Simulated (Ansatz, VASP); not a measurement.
**BN in VASP and in Ansatz**

File INCAR:

```
PREC = Accurate ; ENCUT = 600
EDIFF = 1E-6 ; ISMEAR = 1
SIGMA = 0.005 ; LREAL = False
LASPH = True ; NELM = 120
ALGO = Normal ; ISIF = 2
LWAVE = False ; LCHARG = False
GGA = PE ; NBANDS = 11
GGA_COMPAT = False
```

File KPOINTS:

```
regular mesh
0
Gamma
  14 14 14
```

Contents of POSCAR:

```
BN
1.0
    2.3203634545      0.0000000000      0.0000000000
    0.0000000000      2.3203634545      0.0000000000
    0.0000000000      0.0000000000      2.3203634545
B N
1 1
Direct
    0.0000000000      0.0000000000      0.0000000000
    0.5000000000      0.5000000000      0.5000000000
```

Input for Ansatz:

```yaml
crystal:
  lattice:
    - [2.3203634545, 0.0, 0.0]
    - [0.0, 2.3203634545, 0.0]
    - [0.0, 0.0, 2.3203634545]
  atoms:
    - { symbol: B, position: [0.0, 0.0, 0.0] }
    - { symbol: "N", position: [0.5, 0.5, 0.5] }
kpoints:
  mp_grid: { grid: [14, 14, 14] }
scf:
  occupations: { method: cold, width: 0.005 }
  initial_density: { chi_scale: 0.3 }
hamiltonian:
  xc: pbe
  pseudopotentials: { kind: nc }
output:
  forces: true
  stress: true
  eigenvalues: true
basis:
  ecutrho_ratio: 12
```

Alike in both runs: task single point; functional PBE; k mesh 14 × 14 × 14; no spin polarisation.

|  | VASP | Ansatz |
| --- | --- | --- |
| version | VASP 6.6.1 | Ansatz 0.2.0 |
| potentials or method | VASP PAW PBE potentials, release 64 (B, N) | norm-conserving pseudopotentials, scalar-relativistic |
| plane-wave cutoff (eV) | 600 | 1240 |
| occupations | methfessel-paxton of order 1, width 0.005 eV | cold, width 0.005 eV |
| valence electrons in the cell | 8 | 8 |

VASP gave:

| Item | Value |
| --- | --- |
| gap on the k mesh at the Fermi level (eV) | none |
| pressure (GPa) | -0.4 |

Which values does Ansatz return?

gap on the k mesh at the Fermi level (eV): none; pressure (GPa): 0.0.

A gap of «none» marks a metal or a gap that the smearing closes.
